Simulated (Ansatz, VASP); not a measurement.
**Two plane-wave programs on TiGe4Mo**

```
Ti Ge Mo
1.0
     0.00000    4.35209    4.41690
     2.46243    0.00000    4.41690
     2.46243    4.35209    0.00000
Ti Ge Mo
1 4 1
Cartesian
  2.4624 4.3521 4.4169
  1.2312 0.7529 2.2084
  2.4624 1.3812 4.4169
  2.4624 7.3230 4.4169
  1.2312 3.5992 2.2084
  3.6936 6.5281 6.6253
```

Alike in both runs: task single point; functional PBE; k mesh 4 × 4 × 4; occupations gaussian, width 0.1 eV; collinear spin.

|  | VASP | Ansatz |
| --- | --- | --- |
| version | VASP 6.6.1 | Ansatz 0.2.0 |
| potentials or method | VASP PAW PBE potentials, release 64 (Ti_sv, Ge_d, Mo_sv), cutoff 520 eV | scalar-relativistic, plane waves, PAW |
| valence electrons in the cell | 82 | 82 |

VASP gave:

* gap on the k mesh at the Fermi level (eV): none
* pressure (GPa): 0.2
* traceless stress, the component that is largest in VASP (GPa): -0.15
* rms of the force components (eV/Å): 0.006
* net moment per atom (μB): 0.00

What did Ansatz give for the same quantities?

gap on the k mesh at the Fermi level (eV): none; pressure (GPa): 0.0; traceless stress, the component that is largest in VASP (GPa): -0.12; rms of the force components (eV/Å): 0.007; net moment per atom (μB): 0.00.

Atom by atom the forces differ by 0.001 eV/Å (rms over components). A gap of «none» marks a metal or a gap that the smearing closes. The functional is the same, so the differences come from potentials, cutoffs and numerics. Ansatz's warnings: seeded moment not kept.

The k mesh is coarse, so the values compare programs but aren't converged.
